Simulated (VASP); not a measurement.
Input of a VASP 6.6.1 run:

INCAR

```
ALGO = Normal ; EDIFF = 1E-8
ENCUT = 520 ; GGA = PE
IBRION = 8 ; ISIF = 2
ISMEAR = 0 ; LASPH = True
LCHARG = False ; LEPSILON = True
LREAL = False ; LWAVE = False
NELM = 100 ; NSW = 1
PREC = Accurate ; SIGMA = 0.01
```

KPOINTS

```
k-points
0
Gamma
  12 12 12
```

Contents of POSCAR:

```
BN
1.0
    0.0000000000      1.8139785461      1.8139785461
    1.8139785461      0.0000000000      1.8139785461
    1.8139785461      1.8139785461      0.0000000000
B N
1 1
Direct
    0.0000000000      0.0000000000      0.0000000000
    0.7500000000      0.7500000000      0.7500000000
```

Potentials or basis: VASP PAW PBE potentials, release 64 (B, N).

Run with:

```bash
$ cat potpaw_PBE.64/B/POTCAR potpaw_PBE.64/N/POTCAR > POTCAR
$ mpirun -np 1 vasp_std > vasp.out
```

(1) Predict the electronic dielectric tensor (diagonal).

(2) Predict the Born charges (mean of the diagonal).

(3) Estimate the highest phonon frequency at Γ, LO-TO splitting left out.

Results:

(1) 4.62.

(2) B +1.91; N -1.91 e.

(3) 1026 cm⁻¹.
